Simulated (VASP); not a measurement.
Here is a VASP 6.6.1 calculation.

Contents of INCAR:

```
PREC = Accurate ; ENCUT = 400
EDIFF = 1E-6 ; ISMEAR = 0
SIGMA = 0.05 ; LREAL = False
LASPH = True ; NELM = 120
ALGO = Normal ; ISIF = 2
LWAVE = False ; LCHARG = False
LDIPOL = True ; IDIPOL = 3
DIPOL = 0.5 0.5 0.500 ; GGA = PE
IVDW = 12 ; NBANDS = 26
GGA_COMPAT = False ; NELMDL = -8
```

The input KPOINTS:

```
Automatic mesh
0
Gamma
  17 17 1
```

Contents of POSCAR:

```
AgI
1.0
    4.3207921236      0.0000000000      0.0000000000
    0.0000000000      4.3207921236      0.0000000000
    0.0000000000      0.0000000000     21.8678712677
I Ag
2 2
Direct
    0.0000000000      0.5000000000      0.4115626935
    0.5000000000      0.0000000000      0.5884373065
    0.0000000000      0.0000000000      0.5000000196
    0.5000000000      0.5000000000      0.5000000196
```

Potentials or basis: VASP PAW PBE potentials, release 64 (I, Ag).

The run is started by

```bash
$ cat potpaw_PBE.64/I/POTCAR potpaw_PBE.64/Ag/POTCAR > POTCAR
$ mpirun -np 1 vasp_std > vasp.out
```

Problem. Predict the band gap on the k mesh.

Solution. 2.06 eV.

Problem. Predict the largest force.

Solution. 0.010 eV/Å.

Problem. What does it give for the dispersion energy per atom?

Solution. -0.267 eV.

Forces on the atoms (eV/Å):
```
I    0.000  0.000  0.010
I    0.000  0.000 -0.010
Ag   0.000  0.000  0.000
Ag   0.000  0.000  0.000
```

Caveat: spin-orbit coupling is left out, which moves the levels of the heavy elements.
